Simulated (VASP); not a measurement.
## GaN: single point with PBE

The system is GaN.

```
Ga N
1.0
    -2.27424   -2.27424    0.00000
     2.27424   -2.27424    0.00000
     0.00000    0.00000    8.79695
Ga N
4 4
Direct
  0.50000 0.50000 0.19389
  0.00000 0.00000 0.45242
  0.50000 0.50000 0.71095
  0.00000 0.00000 0.96947
  0.50000 0.00000 0.32316
  0.00000 0.50000 0.58168
  0.50000 0.00000 0.84021
  0.00000 0.50000 0.06463
```

This cell differs from its parent crystal: the distance across one plane changed.

| Item | Value |
| --- | --- |
| Program | VASP 6.6.1 |
| Task | single point |
| Functional | PBE |
| Potentials or basis | VASP PAW PBE potentials, release 64 (Ga_d, N) |
| Cutoff | 520 eV |
| k mesh | 8 × 8 × 3 |
| Occupations | gaussian, width 0.05 eV |
| Spin | no spin polarisation |

| Property | Result |
| --- | --- |
| Pressure | 7.5 GPa |
| Largest force | 3.607 eV/Å |
| Band gap on the k mesh | 1.56 eV |

Forces in eV/Å, atoms in the order of the input:
```
Ga   0.000  0.000  0.868
Ga   0.000  0.000  0.347
Ga   0.000  0.000  0.368
Ga   0.000  0.000 -3.607
N    0.000  0.000 -0.324
N    0.000  0.000 -0.357
N    0.000  0.000 -0.497
N    0.000  0.000  3.201
```

Stress tensor (GPa, compression positive):
```
 7.43 -3.69  0.00
-3.69  7.43  0.00
 0.00  0.00  7.67
```

Levels at points of the mesh, in eV from the valence-band top:
| k point | band 34 | band 35 | band 36 | band 37 | band 38 | band 39 |
| --- | --- | --- | --- | --- | --- | --- |
| (0.00, 0.00, 0.00) | -0.10 | -0.05 | 0.00 | 1.56 | 3.06 | 4.40 |
| (0.50, 0.00, 0.00) | -0.89 | -0.79 | -0.71 | 4.37 | 4.38 | 6.19 |
| (0.00, 0.50, 0.00) | -0.97 | -0.96 | -0.74 | 4.29 | 4.51 | 6.12 |
| (0.50, 0.50, 0.00) | -2.63 | -2.59 | -2.57 | 2.96 | 3.52 | 6.10 |

Wall time 5.6 min on 1 thread of Intel Xeon 8259CL (shared host), peak memory 0.29 GiB.

Caveat: the cell differs from its parent crystal (the distance across one plane changed); the cell stands under pressure; forces of over 1 eV/Å act on the atoms, so gaps and moduli don't describe the material at rest.
